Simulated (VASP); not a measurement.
# Cr (P6_3/mmc) in VASP: further runs, part 2 of 2

VASP 6.6.1.

### 3 Single point, PBEsol, collinear spin, antiferromagnetic start

This run uses another cell than the first one, of 11.47 Å³/atom, 1.136 times its volume.

Contents of INCAR:

```
SYSTEM = Cr
  ALGO = Normal
  EDIFF = 1E-6
  ENCUT = 520
  GGA = PS
  ISIF = 2
  ISMEAR = -1
  ISPIN = 2
  LASPH = .TRUE.
  LCHARG = .FALSE.
  LMAXMIX = 4
  LORBIT = 11
  LREAL = .FALSE.
  LWAVE = .FALSE.
  MAGMOM = 1.5 1.5 -1.5 -1.5
  NBANDS = 36
  NELM = 150
  PREC = Accurate
  SIGMA = 0.05
```

Contents of KPOINTS:

```
k-points
0
G
  16 16 4
  0 0 0
```

Contents of POSCAR:

```
Cr
1.0
    2.4682720264      0.0000000000      0.0000000000
   -1.2341360132      2.1375862783      0.0000000000
    0.0000000000      0.0000000000      8.6964412664
Cr
4
Direct
    1.0000000000      0.0000000000      0.0000000000
    0.0000000000      0.0000000000      0.5000000000
    0.3333333333      0.6666666667      0.2500000000
    0.6666666667      0.3333333333      0.7500000000
```

Potentials or basis: VASP PAW PBE potentials, release 64 (Cr_pv).

On the command line:

```console
> cat potpaw_PBE.64/Cr_pv/POTCAR > POTCAR
> mpirun -np 1 vasp_std > vasp.out
```

OUTCAR:

```text
SYSTEM = Cr
   EDIFF = 1E-6
   ENCUT = 520
   GGA = PS
   ISIF = 2
   ISMEAR = -1
   ISPIN = 2
   LASPH = .TRUE.
   LORBIT = 11
   LREAL = .FALSE.
   NELM = 150
   PREC = Accurate

 ion  position               nearest neighbor table
   1  0.000  0.000  0.000-   3 2.60   4 2.60   3 2.60   4 2.60   4 2.60   3 2.60
   2  0.000  0.000  0.500-   3 2.60   4 2.60   3 2.60   4 2.60   4 2.60   3 2.60
   3  0.333  0.667  0.250-   1 2.60   2 2.60   1 2.60   2 2.60   1 2.60   2 2.60
   4  0.667  0.333  0.750-   1 2.60   2 2.60   1 2.60   2 2.60   1 2.60   2 2.60

  LATTYP: Found a hexagonal cell.
 ALAT       =     2.4682720264
 C/A-ratio  =     3.5232912634

  Lattice vectors:

 A1 = (   2.4682720264,   0.0000000000,   0.0000000000)
 A2 = (  -1.2341360132,   2.1375862783,   0.0000000000)
 A3 = (   0.0000000000,   0.0000000000,   8.6964412664)

Analysis of symmetry for initial positions (statically):
=====================================================================
 Subroutine PRICEL returns:
 Original cell was already a primitive cell.

[... 2073 lines left out ...]
     35      14.9517      0.00000
     36      18.2019      0.00000

 [... further k-points ...]
[... 5 lines left out ...]
  --------------------------------------------------------------------------------------
  -------------------------------------------------------------------------------------
  Total       -0.1161302     -0.1161302     -0.2643353      0.0000000     -0.0000000      0.0000000
  in kB       -4.0550610     -4.0550610     -9.2301218      0.0000000     -0.0000000      0.0000000
  external PRESSURE =      -5.7800812 kB  Pullay stress =       0.0000000 kB

 VOLUME and BASIS-vectors are now :
 -----------------------------------------------------------------------------
  energy-cutoff  :      520.00
  volume of cell :       45.88
      direct lattice vectors                 reciprocal lattice vectors
     2.468272026  0.000000000  0.000000000     0.405141730  0.233908687  0.000000000
    -1.234136013  2.137586278  0.000000000     0.000000000  0.467817374  0.000000000
     0.000000000  0.000000000  8.696441266     0.000000000  0.000000000  0.114989565

 POSITION                                       TOTAL-FORCE (eV/Angst)
 -----------------------------------------------------------------------------------
      0.00000      0.00000      0.00000        -0.000000      0.000000      0.000000
      0.00000      0.00000      4.34822        -0.000000      0.000000      0.000000
     -0.00000      1.42506      2.17411        -0.000000      0.000000      0.000000
      1.23414      0.71253      6.52233         0.000000     -0.000000     -0.000000
 -----------------------------------------------------------------------------------
    total drift:                                0.000000     -0.000000      0.000000

  FREE ENERGIE OF THE ION-ELECTRON SYSTEM (eV)
  ---------------------------------------------------
  free  energy   TOTEN  =       -39.3653840601 eV

  energy  without entropy=      -39.3145898369  energy(sigma->0) =      -39.33998695

 total charge

# of ion       s       p       d       tot
------------------------------------------
    1        0.445   6.396   4.256  11.096
    2        0.445   6.396   4.256  11.096
    3        0.445   6.397   4.249  11.091
    4        0.445   6.397   4.249  11.091
--------------------------------------------------
tot          1.780  25.586  17.008  44.374

 magnetization (x)

# of ion       s       p       d       tot
------------------------------------------
    1        0.000   0.000   0.001   0.001
    2        0.000   0.000   0.001   0.001
    3       -0.000   0.000   0.000   0.000
    4       -0.000   0.000   0.000   0.000
--------------------------------------------------
tot          0.000   0.000   0.004   0.004
```

OSZICAR:

```text
N       E                     dE             d eps       ncg     rms          rms(c)
DAV:   1     0.599882541541E+03    0.59988E+03   -0.25779E+04 12976   0.167E+03
DAV:   2    -0.142831393157E+02   -0.61417E+03   -0.58786E+03 13068   0.510E+02
DAV:   3    -0.446377861696E+02   -0.30355E+02   -0.28459E+02 13664   0.134E+02
DAV:   4    -0.452811946430E+02   -0.64341E+00   -0.63787E+00 14352   0.185E+01
DAV:   5    -0.453019796064E+02   -0.20785E-01   -0.20779E-01 17236   0.299E+00    0.290E+01
DAV:   6    -0.392552645360E+02    0.60467E+01   -0.31353E+01 13068   0.481E+01    0.629E+00
DAV:   7    -0.393893437385E+02   -0.13408E+00   -0.68149E-01 13076   0.654E+00    0.391E+00
DAV:   8    -0.394726185331E+02   -0.83275E-01   -0.31181E-01 14704   0.727E+00    0.392E+00
DAV:   9    -0.393868717581E+02    0.85747E-01   -0.30070E-01 14936   0.732E+00    0.205E+00
DAV:  10    -0.393643977014E+02    0.22474E-01   -0.77757E-02 15272   0.275E+00    0.292E-01
DAV:  11    -0.393653563289E+02   -0.95863E-03   -0.69569E-03 16788   0.514E-01    0.173E-01
DAV:  12    -0.393653819423E+02   -0.25613E-04   -0.30881E-04 16436   0.107E-01    0.118E-01
DAV:  13    -0.393653828807E+02   -0.93844E-06   -0.66535E-05 19224   0.760E-02    0.334E-02
DAV:  14    -0.393653836720E+02   -0.79133E-06   -0.11724E-05 15296   0.367E-02    0.199E-02
DAV:  15    -0.393653840601E+02   -0.38807E-06   -0.16867E-06  8952   0.109E-02
   1 F= -.39365384E+02 E0= -.39339987E+02  d E =-.507942E-01  mag=     0.0037
```

Run time: 5.4 min. Hardware: 1 thread of Oxide Virtual Turin-like, shared host; peak memory 0.28 GiB.

What came out:

```yaml
Free_energy: -39.3654 eV
Pressure: -0.6 GPa
Band_gap_on_the_k_mesh: zero (filled and empty bands overlap)
Net_moment: 0.01 μB per cell
Valence_electrons_inside_the_program's_atomic_spheres: Cr 11.10, 11.09
```

Levels at points of the mesh, in eV from the Fermi level:
Spin up:
| k point | band 20 | band 21 | band 22 | band 23 | band 24 | band 25 | band 26 | band 27 | band 28 | band 29 |
| --- | --- | --- | --- | --- | --- | --- | --- | --- | --- | --- |
| (0.00, 0.00, 0.00) | -0.47 | -0.47 | -0.38 | -0.38 | -0.20 | -0.20 | -0.09 | -0.09 | -0.03 | 1.18 |
| (0.50, 0.00, 0.00) | -1.54 | -0.73 | -0.28 | -0.26 | 0.94 | 0.94 | 1.87 | 2.44 | 2.45 | 2.75 |
| (0.00, 0.00, 0.50) | -0.99 | -0.40 | -0.40 | -0.40 | -0.40 | -0.19 | -0.19 | -0.19 | -0.19 | 1.37 |
| (0.50, 0.00, 0.50) | -1.65 | 0.07 | 0.07 | 0.16 | 0.16 | 0.71 | 0.71 | 1.96 | 1.96 | 2.94 |
Spin down:
```
           k point  band 22  band 23  band 24  band 25  band 26  band 27
(0.00, 0.00, 0.00)    -0.38    -0.38    -0.20    -0.20    -0.09    -0.09
(0.50, 0.00, 0.00)    -0.28    -0.25     0.94     0.95     1.87     2.44
(0.00, 0.00, 0.50)    -0.39    -0.39    -0.39    -0.19    -0.19    -0.19
(0.50, 0.00, 0.50)     0.08     0.17     0.17     0.71     0.71     1.96
```

Caveat: the starting moments collapsed, and a magnetic state may lie lower; the PAW data sets were made with another functional, which shifts forces and pressure a little.

### 4 Single point, PBEsol, collinear spin, antiferromagnetic start (volume scaled by 1.04)

Contents of INCAR:

```
PREC = Accurate
ENCUT = 520
EDIFF = 1E-6
ISMEAR = -1
SIGMA = 0.05
LREAL = F
LASPH = T
NELM = 150
ALGO = Normal
ISIF = 2
LWAVE = F
LCHARG = F
ISPIN = 2
MAGMOM = 1.5 1.5 -1.5 -1.5
LORBIT = 11
LMAXMIX = 4
GGA = PS
NBANDS = 36
```

Contents of KPOINTS:

```
regular mesh
0
Gamma
  16 16 4
```

Contents of POSCAR:

```
Cr
1.0
    2.5007530148      0.0000000000      0.0000000000
   -1.2503765074      2.1657156394      0.0000000000
    0.0000000000      0.0000000000      8.8108812488
Cr
4
Direct
    1.0000000000      0.0000000000      0.0000000000
    0.0000000000      0.0000000000      0.5000000000
    0.3333333333      0.6666666667      0.2500000000
    0.6666666667      0.3333333333      0.7500000000
```

On the command line:

```console
> cat potpaw_PBE.64/Cr_pv/POTCAR > POTCAR
> mpirun -np 1 vasp_std > vasp.out
```

Run time: 8.9 min. Hardware: 1 thread of Oxide Virtual Turin-like, shared host; peak memory 0.29 GiB.

Results (log left out):

```
Free energy                                           : -39.3053 eV
Pressure                                              : -9.8 GPa
Band gap on the k mesh                                : zero (filled and empty bands overlap)
Net moment                                            : 0.00 μB per cell
Valence electrons inside the program's atomic spheres : Cr 11.01
```

Stress tensor (GPa, compression positive):
```
-9.92  0.00  0.00
 0.00 -9.92  0.00
 0.00  0.00 -9.44
```

Levels at points of the mesh, in eV from the Fermi level:
Spin up:
```
           k point  band 21  band 22  band 23  band 24  band 25  band 26  band 27  band 28
(0.00, 0.00, 0.00)    -0.44    -0.35    -0.35    -0.18    -0.18    -0.08    -0.07    -0.07
(0.50, 0.00, 0.00)    -0.72    -0.28    -0.23     0.90     0.90     1.75     2.31     2.32
(0.00, 0.00, 0.50)    -0.36    -0.36    -0.36    -0.36    -0.17    -0.17    -0.17    -0.17
(0.50, 0.00, 0.50)     0.08     0.08     0.13     0.13     0.66     0.66     1.86     1.86
```
Spin down:
```csv
k point,band 20,band 21,band 22,band 23,band 24,band 25,band 26,band 27,band 28,band 29
"(0.00, 0.00, 0.00)",-0.44,-0.44,-0.35,-0.35,-0.18,-0.18,-0.08,-0.07,-0.07,1.13
"(0.50, 0.00, 0.00)",-1.45,-0.72,-0.28,-0.23,0.90,0.90,1.75,2.31,2.32,2.60
"(0.00, 0.00, 0.50)",-0.98,-0.36,-0.36,-0.36,-0.36,-0.17,-0.17,-0.17,-0.17,1.30
"(0.50, 0.00, 0.50)",-1.56,0.08,0.08,0.13,0.13,0.66,0.66,1.86,1.86,2.79
```

Caveat: the cell differs from its parent crystal (volume scaled by 1.04); the starting moments collapsed, and a magnetic state may lie lower; the PAW data sets were made with another functional, which shifts forces and pressure a little.
